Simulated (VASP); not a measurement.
Write the native input for VASP 6.6.1 that does the following.

```
Task                   : single point
Functional             : PBE
Potentials or basis    : VASP PAW PBE potentials, release 64 (Si, Ge_d)
Cutoff                 : 500 eV
k mesh                 : 4 × 4 × 4
Occupations            : gaussian, width 0.1 eV
Spin                   : no spin polarisation
Dipole correction      : no
Further INCAR settings : ALGO = Normal; EDIFF = 1e-06; NBANDS = 31
```

The structure of SiGe3 lies in POSCAR:

```
SiGe3
1.0
    4.0214652127      0.0000000000      0.0000000000
    0.0000000000      4.0214652127      0.0000000000
    0.0000000000      0.0000000000      5.6131447171
Si Ge
1 3
Direct
    0.0000000000      0.0000000000      0.0000000000
    0.5000000000      0.5000000000      0.5000000000
    0.5000000000      0.0000000000      0.7575423869
    0.0000000000      0.5000000000      0.2424576131
```

These files were run (other wordings do the same):

INCAR

```
PREC     = Accurate       # precision mode
ENCUT    = 500            # plane-wave cutoff, eV
EDIFF    = 1E-6           # SCF threshold, eV
ISMEAR   = 0              # smearing method
SIGMA    = 0.1            # smearing width, eV
LREAL    = False          # projectors in reciprocal space
LASPH    = True           # aspherical terms in the spheres
NELM     = 120            # most SCF steps
ALGO     = Normal         # electronic algorithm
ISIF     = 2              # what is computed and relaxed
LWAVE    = False          # write WAVECAR
LCHARG   = False          # write CHGCAR
GGA      = PE             # functional
NBANDS   = 31             # bands
GGA_COMPAT= False
```

KPOINTS

```
Automatic mesh
0
Gamma
  4 4 4
```

Potentials or basis: VASP PAW PBE potentials, release 64 (Si, Ge_d).

The run is started by

```bash
$ cat potpaw_PBE.64/Si/POTCAR potpaw_PBE.64/Ge_d/POTCAR > POTCAR
$ mpirun -np 1 vasp_std > vasp.out
```

Results of the run:

```
Pressure               : 0.4 GPa
Largest force          : 0.061 eV/Å
Band gap on the k mesh : 0.20 eV (least direct gap 0.49 eV)
```

Run time: 23 s on 1 thread of Intel(R) Xeon(R) 6975P-C (Granite Rapids), with other jobs on the host, peak memory 0.2 GiB.
